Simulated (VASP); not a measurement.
# Zn (Fm-3m) in VASP: further runs

The runs below take Zn through relaxation of cell and atoms, single point, with PBE, LDA.

Program: VASP 6.6.1. These are calculated values, not measurements. Logs are shortened: lines on timing, memory, paths and dates and some standing lists are left out, and cuts for length are marked.

## (1) The cell of the first run

It takes space group Fm-3m (No. 225, cubic). Conventional cell: a = 3.915 Å, b = 3.915 Å, c = 3.915 Å, α = 90.00°, β = 90.00°, γ = 90.00°. Within 3.6 Å of Zn (site symmetry m-3m) lie 12 Zn at 2.77 Å.

## (2) Relaxation of cell and atoms, PBE

Contents of INCAR:

```
SYSTEM = Zn
PREC     = Accurate       ! precision mode
ENCUT    = 600            ! plane-wave cutoff, eV
EDIFF    = 1E-7           ! SCF threshold, eV
ISMEAR   = 0              ! smearing method
SIGMA    = 0.1            ! smearing width, eV
LREAL    = .FALSE.        ! projectors in reciprocal space
LASPH    = .TRUE.         ! aspherical terms in the spheres
NELM     = 60             ! most SCF steps
ALGO     = Fast           ! electronic algorithm
ISIF     = 3              ! what is computed and relaxed
LWAVE    = .FALSE.        ! write WAVECAR
LCHARG   = .FALSE.        ! write CHGCAR
GGA      = PE             ! functional
IBRION   = 2              ! ionic algorithm
NSW      = 80             ! ionic steps
EDIFFG   = -0.01          ! ionic threshold
```

Contents of KPOINTS:

```
Automatic mesh
0
G
  18 18 18
  0 0 0
```

Contents of POSCAR:

```
Zn
1.0
    0.0000000000      1.9573669731      1.9573669731
    1.9573669731      0.0000000000      1.9573669731
    1.9573669731      1.9573669731      0.0000000000
Zn
1
Direct
    0.0000000000      0.0000000000      0.0000000000
```

Potentials or basis: VASP PAW PBE potentials, release 64 (Zn).

The run is started by

```bash
cat potpaw_PBE.64/Zn/POTCAR > POTCAR
mpirun -np 1 vasp_std > vasp.out
```

OUTCAR:

```text
SYSTEM = Zn
   PREC = Accurate
   ENCUT = 600
   EDIFF = 1E-7
   ISMEAR = 0
   LREAL = .FALSE.
   LASPH = .TRUE.
   NELM = 60
   ISIF = 3
   GGA = PE
   IBRION = 2
   NSW = 80
   EDIFFG = -0.01

 ion  position               nearest neighbor table
   1  0.000  0.000  0.000-

  LATTYP: Found a face centered cubic cell.
 ALAT       =     3.9147339462

  Lattice vectors:

 A1 = (   0.0000000000,   1.9573669731,   1.9573669731)
 A2 = (   1.9573669731,   0.0000000000,   1.9573669731)
 A3 = (   1.9573669731,   1.9573669731,   0.0000000000)

Analysis of symmetry for initial positions (statically):
=====================================================================
 Subroutine PRICEL returns:
 Original cell was already a primitive cell.

 Routine SETGRP: Setting up the symmetry group for a
 face centered cubic supercell.

 Subroutine GETGRP returns: Found 48 space group operations
 (whereof 48 operations were pure point group operations)
 out of a pool of 48 trial point group operations.

The static configuration has the point symmetry O_h .

Analysis of symmetry for dynamics (positions and initial velocities):
=====================================================================
 Subroutine PRICEL returns:
 Original cell was already a primitive cell.

 Routine SETGRP: Setting up the symmetry group for a
 face centered cubic supercell.

 Subroutine GETGRP returns: Found 48 space group operations
 (whereof 48 operations were pure point group operations)
 out of a pool of 48 trial point group operations.

The dynamic configuration has the point symmetry O_h .

 Subroutine INISYM returns: Found 48 space group operations
 (whereof 48 operations are pure point group operations),
 and found     1 'primitive' translations

----------------------------------------------------------------------------------------

                                     Primitive cell

  volume of cell :      14.9985

  direct lattice vectors                    reciprocal lattice vectors
     0.000000000  1.957366973  1.957366973    -0.255445201  0.255445201  0.255445201
     1.957366973  0.000000000  1.957366973     0.255445201 -0.255445201  0.255445201
     1.957366973  1.957366973  0.000000000     0.255445201  0.255445201 -0.255445201

  length of vectors
     2.768134920  2.768134920  2.768134920     0.442444067  0.442444067  0.442444067

  position of ions in fractional coordinates (direct lattice)
     0.000000000  0.000000000  0.000000000

  ion indices of the primitive-cell ions
   primitive index   ion index
                 1           1

----------------------------------------------------------------------------------------

 KPOINTS: Automatic mesh

Automatic generation of k-mesh.
 Grid dimensions read from file:
 generate k-points for:   18   18   18

 Generating k-lattice:

  Cartesian coordinates                     Fractional coordinates (reciprocal lattice)
    -0.014191400  0.014191400  0.014191400     0.055555556  0.000000000  0.000000000
     0.014191400 -0.014191400  0.014191400     0.000000000  0.055555556  0.000000000
     0.014191400  0.014191400 -0.014191400     0.000000000  0.000000000  0.055555556

  Length of vectors
     0.024580226  0.024580226  0.024580226

  Shift w.r.t. Gamma in fractional coordinates (k-lattice)
     0.000000000  0.000000000  0.000000000

 Subroutine IBZKPT returns following result:
 ===========================================

 Found    195 irreducible k-points:

 Following reciprocal coordinates:
            Coordinates               Weight
  0.000000  0.000000  0.000000      1.000000
  0.055556  0.000000  0.000000      8.000000
  0.111111  0.000000  0.000000      8.000000
  0.166667  0.000000  0.000000      8.000000
  0.222222  0.000000  0.000000      8.000000
  0.277778  0.000000  0.000000      8.000000
[... 16 lines left out ...]
 -0.277778  0.055556  0.000000     24.000000
 -0.222222  0.055556  0.000000     24.000000
 [... further k-points ...]
   k-points           NKPTS =    195   k-points in BZ     NKDIM =    195   number of bands    NBANDS=     10
   number of dos      NEDOS =    301   number of ions     NIONS =      1
   total plane-waves  NPLWV =  13824
   dimension x,y,z NGX =    24 NGY =   24 NGZ =   24
   dimension x,y,z NGXF=    48 NGYF=   48 NGZF=   48
   ions per type =               1
   NGX,Y,Z   is equivalent  to a cutoff of  14.41, 14.41, 14.41 a.u.
   NGXF,Y,Z  is equivalent  to a cutoff of  28.83, 28.83, 28.83 a.u.
 SYSTEM =  Zn
   PREC   = accura    normal or accurate (medium, high low for compatibility)
   ISTART =      0    job   : 0-new  1-cont  2-samecut
   ICHARG =      2    charge: 1-file 2-atom 10-const
   ISPIN  =      1    spin polarized calculation?
   LNONCOLLINEAR =      F non collinear calculations
   LSORBIT =      F    spin-orbit coupling
   LASPH  =      T    aspherical Exc in radial PAW
   ENCUT  =  600.0 eV  44.10 Ry    6.64 a.u.   5.53  5.53  5.53*2*pi/ulx,y,z
[... 45 lines left out ...]

 Free energy of the ion-electron system (eV)
  ---------------------------------------------------
  ext. energy  EPLUGINS =         0.00000000
  ---------------------------------------------------
  free energy    TOTEN  =        -1.08451226 eV

  energy without entropy =       -1.08320610  energy(sigma->0) =       -1.08385918

------------------------ aborting loop because EDIFF is reached ----------------------------------------

  FORCE on cell =-STRESS in cart. coord.  units (eV):
  Direction    XX          YY          ZZ          XY          YZ          ZX
  --------------------------------------------------------------------------------------
  -------------------------------------------------------------------------------------
  Total        0.0940483      0.0940483      0.0940483      0.0000000      0.0000000      0.0000000
  in kB       10.0464996     10.0464996     10.0464996      0.0000000      0.0000000      0.0000000
  external PRESSURE =      10.0464996 kB  Pullay stress =       0.0000000 kB

 VOLUME and BASIS-vectors are now :
 -----------------------------------------------------------------------------
  energy-cutoff  :      600.00
  volume of cell :       15.00
      direct lattice vectors                 reciprocal lattice vectors
     0.000000000  1.957366973  1.957366973    -0.255445201  0.255445201  0.255445201
     1.957366973  0.000000000  1.957366973     0.255445201 -0.255445201  0.255445201
     1.957366973  1.957366973  0.000000000     0.255445201  0.255445201 -0.255445201
[... 71 lines left out ...]
 POSITION                                       TOTAL-FORCE (eV/Angst)
 -----------------------------------------------------------------------------------
      0.00000      0.00000      0.00000        -0.000000      0.000000     -0.000000
 -----------------------------------------------------------------------------------
    total drift:                               -0.000000      0.000000     -0.000000

  FREE ENERGIE OF THE ION-ELECTRON SYSTEM (eV)
  ---------------------------------------------------
  free  energy   TOTEN  =        -1.0851183718 eV

  energy  without entropy=       -1.0838581771  energy(sigma->0) =       -1.08448827

--------------------------------------- Ionic step        4  -------------------------------------------

 number of electron      12.0000007 magnetization

 Free energy of the ion-electron system (eV)
  ---------------------------------------------------
  ext. energy  EPLUGINS =         0.00000000
  ---------------------------------------------------
  free energy    TOTEN  =        -1.08516312 eV

  energy without entropy =       -1.08389967  energy(sigma->0) =       -1.08453140

 E-fermi :   2.9937     XC(G=0): -11.5562

 val. band max:        2.9691397319   @ k =  -0.3889   0.4444   0.0556
 cond. band min:       3.0588843332   @ k =  -0.3333   0.3333   0.1667
 fundamental gap:      0.0897446013
 Fermi energy:         2.9936871989

 k-point     1 :       0.0000    0.0000    0.0000
  band No.  band energies     occupation
      1      -7.2671      2.00000
      2      -4.5549      2.00000
      3      -4.5549      2.00000
      4      -4.5549      2.00000
      5      -4.1781      2.00000
      6      -4.1781      2.00000
      7      21.2714      0.00000
      8      21.2714      0.00000
      9      21.2714      0.00000
     10      21.9187      0.00000

 k-point     2 :       0.0556    0.0000    0.0000
  band No.  band energies     occupation
      1      -7.1741      2.00000
      2      -4.5626      2.00000
      3      -4.5442      2.00000
      4      -4.5442      2.00000
      5      -4.1813      2.00000
      6      -4.1813      2.00000
      7      19.5440      0.00000
      8      20.9601      0.00000
      9      20.9601      0.00000
     10      21.7223      0.00000
[... 274 lines left out ...]
 k-point    24 :      -0.2222    0.0556    0.0000
  band No.  band energies     occupation
      1      -5.6766      2.00000
      2      -4.5311      2.00000
      3      -4.4586      2.00000
      4      -4.4314      2.00000
      5      -4.1855      2.00000
      6      -4.0310      2.00000
      7      10.8314      0.00000
      8      17.0019      0.00000
      9      20.3846      0.00000
     10      21.7727      0.00000

 [... further k-points ...]
[... 5 lines left out ...]
  --------------------------------------------------------------------------------------
  -------------------------------------------------------------------------------------
  Total       -0.0089128     -0.0089128     -0.0089128      0.0000000     -0.0000000      0.0000000
  in kB       -0.9376751     -0.9376751     -0.9376751      0.0000000     -0.0000000      0.0000000
  external PRESSURE =      -0.9376751 kB  Pullay stress =       0.0000000 kB

 VOLUME and BASIS-vectors are now :
 -----------------------------------------------------------------------------
  energy-cutoff  :      600.00
  volume of cell :       15.23
      direct lattice vectors                 reciprocal lattice vectors
     0.000000000  1.967343134  1.967343134    -0.254149869  0.254149869  0.254149869
     1.967343134  0.000000000  1.967343134     0.254149869 -0.254149869  0.254149869
     1.967343134  1.967343134  0.000000000     0.254149869  0.254149869 -0.254149869

 POSITION                                       TOTAL-FORCE (eV/Angst)
 -----------------------------------------------------------------------------------
      0.00000      0.00000      0.00000        -0.000000      0.000000      0.000000
 -----------------------------------------------------------------------------------
    total drift:                               -0.000000      0.000000     -0.000000

  FREE ENERGIE OF THE ION-ELECTRON SYSTEM (eV)
  ---------------------------------------------------
  free  energy   TOTEN  =        -1.0851631216 eV

  energy  without entropy=       -1.0838996744  energy(sigma->0) =       -1.08453140

 reached required accuracy - stopping structural energy minimisation
```

Run time: 31 s. Hardware: 1 thread of Intel Xeon 6975P-C (Granite Rapids), shared host; peak memory 0.17 GiB.

What came out:

| Quantity | Value |
| --- | --- |
| Free energy | -1.0852 eV |
| Relaxed volume | 15.23 Å³/atom |
| Relaxed cell | a = 2.782 Å, b = 2.782 Å, c = 2.782 Å, α = 60.00°, β = 60.00°, γ = 60.00° |
| Space group after relaxing (to 0.05 Å) | Fm-3m (No. 225) |
| Energy gained by relaxing | 0.7 meV/atom |
| Ionic steps | 4 |
| Pressure after relaxing | -0.1 GPa |
| Band gap on the k mesh | zero (band 6 reaches 4.69 eV, above the bottom of band 7 at 1.67 eV) |

The path:
```
step  energy change (eV)  largest force (eV/Å)  pressure (GPa)  volume (Å³)
   1              0.0000                0.0000            1.00        15.00
   2             -0.0007                0.0000            0.13        15.20
   3             -0.0006                0.0000           -0.22        15.27
   4             -0.0007                0.0000           -0.09        15.23
```

Final structure:
```yaml
crystal:
  lattice:
    - [0.00000, 1.96734, 1.96734]
    - [1.96734, 0.00000, 1.96734]
    - [1.96734, 1.96734, 0.00000]
  atoms:
    - { symbol: Zn, position: [0.00000, 0.00000, 0.00000] }
```

Levels at points of the mesh, in eV from the Fermi level:
```csv
k point,band 3,band 4,band 5,band 6,band 7,band 8,band 9,band 10
"(0.00, 0.00, 0.00)",-7.55,-7.55,-7.17,-7.17,18.28,18.28,18.28,18.93
"(0.50, 0.00, 0.00)",-7.55,-6.89,-6.89,-2.82,-1.32,15.27,15.27,17.47
"(0.50, 0.50, 0.00)",-6.90,-6.82,-6.82,-0.92,1.78,8.47,8.47,12.12
```

PBE usually gives volumes a little too large and moduli too small. Zero-point motion and thermal expansion aren't in these numbers.

## (3) Single point, PBE

This run uses another cell than the first one: it holds 4 atoms, not 1.

Contents of INCAR:

```
SYSTEM = Zn
PREC = Accurate ; ENCUT = 520
EDIFF = 1E-6 ; ISMEAR = 0
SIGMA = 0.1 ; LREAL = .False.
LASPH = .True. ; NELM = 100
ALGO = Fast ; ISIF = 2
LWAVE = .False. ; LCHARG = .False.
GGA = PE ; NBANDS = 32
```

Contents of KPOINTS:

```
regular mesh
0
Gamma
  12 12 12
  0 0 0
```

Contents of POSCAR:

```
Zn
1.0
    3.9282984913      0.0000000000      0.0000000000
    0.0000000000     -3.9282984913      0.0000000000
    0.0000000000      0.0000000000     -3.9282984913
Zn
4
Direct
    0.0000000000      0.5000000000      0.5000000000
    0.5000000000      0.0000000000      0.5000000000
    0.5000000000      0.5000000000      0.0000000000
    0.0000000000      0.0000000000      0.0000000000
```

Potentials or basis: VASP PAW PBE potentials, release 64 (Zn).

The run is started by

```bash
cat potpaw_PBE.64/Zn/POTCAR > POTCAR
mpirun -np 1 vasp_std > vasp.out
```

Run time: 60 s. Hardware: 1 thread of Intel Xeon 6975P-C (Granite Rapids), shared host; peak memory 0.23 GiB.

The run converged. Its results:

```
Free energy            : -4.3436 eV
Pressure               : 0.4 GPa
Band gap on the k mesh : zero (band 24 reaches 5.34 eV, above the bottom of band 25 at 1.71 eV)
```

Levels at points of the mesh, in eV from the Fermi level:
| k point | band 21 | band 22 | band 23 | band 24 | band 25 | band 26 | band 27 | band 28 |
| --- | --- | --- | --- | --- | --- | --- | --- | --- |
| (0.00, 0.00, 0.00) | -6.85 | -0.96 | -0.96 | -0.96 | 1.77 | 1.77 | 1.77 | 8.47 |
| (0.50, 0.00, 0.00) | -6.85 | -6.85 | 2.29 | 2.29 | 2.29 | 2.29 | 3.15 | 3.15 |
| (0.50, 0.50, 0.00) | -4.54 | -4.54 | -4.54 | -4.54 | 5.12 | 5.12 | 5.12 | 5.12 |
| (0.50, 0.50, 0.50) | -2.87 | -2.87 | -2.87 | -2.87 | -1.34 | -1.34 | -1.34 | -1.34 |

## (4) Single point, LDA

This run uses another cell than the first one: it holds 4 atoms, not 1.

Contents of INCAR:

```
SYSTEM = Zn
PREC = Accurate
ENCUT = 520
EDIFF = 1E-6
ISMEAR = 0
SIGMA = 0.1
LREAL = .False.
LASPH = .True.
NELM = 60
ALGO = Fast
ISIF = 2
LWAVE = .False.
LCHARG = .False.
NBANDS = 32
```

KPOINTS is that of step 3.

POSCAR is that of step 3.

Potentials or basis: VASP PAW LDA potentials, release 64 (Zn).

The run is started by

```bash
cat potpaw_LDA.64/Zn/POTCAR > POTCAR
mpirun -np 1 vasp_std > vasp.out
```

Run time: 50 s. Hardware: 1 thread of Intel Xeon 6975P-C (Granite Rapids), shared host; peak memory 0.22 GiB.

It converged, with:

```
Free energy            : -7.2244 eV
Pressure               : -7.6 GPa
Band gap on the k mesh : zero (band 24 reaches 5.10 eV, above the bottom of band 25 at 1.42 eV)
```

Levels at points of the mesh, in eV from the Fermi level:
| k point | band 20 | band 21 | band 22 | band 23 | band 24 | band 25 | band 26 | band 27 | band 28 | band 29 |
| --- | --- | --- | --- | --- | --- | --- | --- | --- | --- | --- |
| (0.00, 0.00, 0.00) | -6.90 | -6.90 | -0.94 | -0.94 | -0.94 | 1.73 | 1.73 | 1.73 | 8.41 | 8.41 |
| (0.50, 0.00, 0.00) | -7.02 | -6.90 | -6.90 | 2.30 | 2.30 | 2.30 | 2.30 | 3.04 | 3.04 | 4.14 |
| (0.50, 0.50, 0.00) | -7.25 | -4.55 | -4.55 | -4.55 | -4.55 | 5.13 | 5.13 | 5.13 | 5.13 | 5.77 |
| (0.50, 0.50, 0.50) | -6.98 | -2.82 | -2.82 | -2.82 | -2.82 | -1.38 | -1.38 | -1.38 | -1.38 | 15.15 |

## (5) Relaxation of cell and atoms, PBE

This run uses another cell than the first one: it holds 4 atoms, not 1.

Contents of INCAR:

```
SYSTEM = Zn
PREC = Accurate
ENCUT = 600
EDIFF = 1E-7
ISMEAR = 0
SIGMA = 0.1
LREAL = .FALSE.
LASPH = .TRUE.
NELM = 80
ALGO = Fast
ISIF = 3
LWAVE = .FALSE.
LCHARG = .FALSE.
GGA = PE
IBRION = 2
NSW = 80
EDIFFG = -0.015
```

Contents of KPOINTS:

```
Automatic mesh
0
G
  12 12 12
  0 0 0
```

POSCAR is that of step 4.

Potentials or basis: VASP PAW PBE potentials, release 64 (Zn).

The run is started by

```bash
cat potpaw_PBE.64/Zn/POTCAR > POTCAR
mpirun -np 1 vasp_std > vasp.out
```

Run time: 74 s. Hardware: 1 thread of Intel Xeon 6975P-C (Granite Rapids), shared host; peak memory 0.26 GiB.

It converged, with:

| Quantity | Value |
| --- | --- |
| Free energy | -4.3428 eV |
| Relaxed volume | 15.22 Å³/atom |
| Relaxed cell | a = 3.934 Å, b = 3.934 Å, c = 3.934 Å, α = 90.00°, β = 90.00°, γ = 90.00° |
| Space group after relaxing (to 0.05 Å) | Fm-3m (No. 225) |
| Energy gained by relaxing | 0.1 meV/atom |
| Ionic steps | 2 |
| Pressure after relaxing | 0.0 GPa |

Step by step:
```tsv
step	energy change (eV)	largest force (eV/Å)	pressure (GPa)	volume (Å³)
1	0.0000	0.0000	0.30	60.62
2	-0.0002	0.0000	0.01	60.87
```

Final structure:
```
CELL_PARAMETERS angstrom
3.93359 0.00000 0.00000
0.00000 -3.93359 0.00000
0.00000 0.00000 -3.93359
ATOMIC_POSITIONS crystal
Zn 0.00000 0.50000 0.50000
Zn 0.50000 0.00000 0.50000
Zn 0.50000 0.50000 0.00000
Zn 0.00000 0.00000 0.00000
```

Levels at points of the mesh, in eV from the Fermi level:
| k point | band 20 | band 21 | band 22 | band 23 | band 24 | band 25 | band 26 | band 27 | band 28 |
| --- | --- | --- | --- | --- | --- | --- | --- | --- | --- |
| (0.00, 0.00, 0.00) | -6.85 | -6.85 | -0.95 | -0.95 | -0.95 | 1.75 | 1.75 | 1.75 | 8.45 |
| (0.50, 0.00, 0.00) | -6.98 | -6.85 | -6.85 | 2.28 | 2.28 | 2.28 | 2.28 | 3.13 | 3.13 |
| (0.50, 0.50, 0.00) | -7.18 | -4.53 | -4.53 | -4.53 | -4.53 | 5.11 | 5.11 | 5.11 | 5.11 |
| (0.50, 0.50, 0.50) | -6.92 | -2.85 | -2.85 | -2.85 | -2.85 | -1.35 | -1.35 | -1.35 | -1.35 |

Caveat: the bands computed are all filled at some k points, so no gap is given. PBE usually gives volumes a little too large and moduli too small.

## (6) The runs side by side

| task | level | potentials or basis | cell | k mesh | cutoff (eV) | gap on the mesh (eV) | pressure (GPa) | relaxed volume (Å³/atom) |
| --- | --- | --- | --- | --- | --- | --- | --- | --- |
| relaxation of cell and atoms | PBE | VASP PAW PBE potentials, release 64 (Zn) | relaxed from a = 2.768 Å, angles 60.0°, 1 atom | 18 × 18 × 18 | 600 | none | -0.1 | 15.23 |
| single point | PBE | VASP PAW PBE potentials, release 64 (Zn) | a = 3.928 Å, 4 atoms | 12 × 12 × 12 | 520 | none | 0.4 | - |
| single point | LDA | VASP PAW LDA potentials, release 64 (Zn) | a = 3.928 Å, 4 atoms | 12 × 12 × 12 | 520 | none | -7.6 | - |
| relaxation of cell and atoms | PBE | VASP PAW PBE potentials, release 64 (Zn) | relaxed from a = 3.928 Å, 4 atoms | 12 × 12 × 12 | 600 | - | 0.0 | 15.22 |

Alike in all rows: no spin polarisation; smearing gaussian 0.1 eV.

Caveats: the bands computed are all filled at some k points, so no gap is given (some runs).

Total energies depend on the potentials used, so only differences within one code and one set of settings carry meaning.
